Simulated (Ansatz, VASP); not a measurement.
**Al: VASP beside Ansatz**

```
Al
1.0
     0.00000    2.02481    2.02481
     2.02481    0.00000    2.02481
     2.02481    2.02481    0.00000
Al
1
Cartesian
  0.0000 0.0000 0.0000
```

Alike in both runs: task relaxation of cell and atoms; functional LDA; k mesh 30 × 30 × 30; occupations gaussian, width 0.5 eV; no spin polarisation.

|  | VASP | Ansatz |
| --- | --- | --- |
| version | VASP 6.6.1 | Ansatz 0.2.0 |
| potentials or method | VASP PAW LDA potentials, release 64 (Al) | scalar-relativistic, plane waves, PAW |
| plane-wave cutoff (eV) | 600 | 420 |
| valence electrons in the cell | 3 | 3 |

|  | VASP | Ansatz | Ansatz less VASP |
| --- | --- | --- | --- |
| relaxed volume (Å³/atom) | 15.85 | 15.84 | -0.014 |
| relaxed length of the cell vector where the two differ most in proportion (Å) | 2.820 | 2.819 | -0.0008 |

LDA's correlation is that of Perdew and Zunger in VASP and of Perdew and Wang (1992) in Ansatz.
